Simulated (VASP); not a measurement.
**TiGe: relaxation of cell and atoms with PBE**

TiGe:

```
CELL_PARAMETERS angstrom
0.00000 2.61054 2.61054
2.61054 0.00000 2.61054
2.61054 2.61054 0.00000
ATOMIC_POSITIONS crystal
Ti 0.00000 0.00000 0.00000
Ge 0.25000 0.25000 0.25000
```

```
Program                : VASP 6.6.1
Task                   : relaxation of cell and atoms
Functional             : PBE
Potentials or basis    : VASP PAW PBE potentials, release 64 (Ti_sv, Ge_d)
Cutoff                 : 600 eV
k mesh                 : 6 × 6 × 6
Occupations            : gaussian, width 0.1 eV
Spin                   : no spin polarisation
Dipole correction      : no
Further INCAR settings : ALGO = Normal; EDIFF = 1e-07; IBRION = 2; EDIFFG = -0.04; NSW = 90; ISIF = 3
```

```
Relaxed volume                         : 24.94 Å³/atom
Relaxed cell                           : a = 4.132 Å, b = 4.132 Å, c = 4.132 Å, α = 60.00°, β = 60.00°, γ = 60.00°
Space group after relaxing (to 0.05 Å) : F-43m (No. 216)
Energy gained by relaxing              : 656.6 meV/atom
Ionic steps                            : 3
Pressure after relaxing                : 0.0 GPa
Band gap on the k mesh                 : 0.25 eV, direct
```

Step by step:
```tsv
step	energy change (eV)	largest force (eV/Å)	pressure (GPa)	volume (Å³)
1	0.0000	0.0000	38.41	35.58
2	-0.8948	0.0000	-8.88	62.37
3	-1.3132	0.0000	-0.03	49.87
```

Final structure:
```cif
data_structure
_symmetry_space_group_name_H-M 'P 1'
_symmetry_Int_Tables_number 1
_cell_length_a 4.1317
_cell_length_b 4.1317
_cell_length_c 4.1317
_cell_angle_alpha 60.000
_cell_angle_beta 60.000
_cell_angle_gamma 60.000
_cell_volume 49.87
loop_
_atom_site_label
_atom_site_type_symbol
_atom_site_fract_x
_atom_site_fract_y
_atom_site_fract_z
_atom_site_occupancy
Ti1 Ti 0.00000 0.00000 0.00000 1
Ge1 Ge 0.25000 0.25000 0.25000 1
```

Levels at points of the mesh, in eV from the valence-band top:
```
           k point  band 11  band 12  band 13  band 14  band 15  band 16
(0.00, 0.00, 0.00)    -0.94    -0.94    -0.94     1.10     1.10     4.86
(0.50, 0.00, 0.00)    -2.55    -0.67    -0.67     1.28     1.28     1.47
(0.50, 0.50, 0.00)    -2.59     0.00     0.00     0.25     1.46     1.72
```

Wall time 25 s on 1 thread of Intel(R) Xeon(R) 6975P-C (Granite Rapids), with other jobs on the host, peak memory 0.17 GiB.

Caveat: the volume moved by over 15 % at a fixed basis, so the end points are rough. A k mesh can miss the band edges.
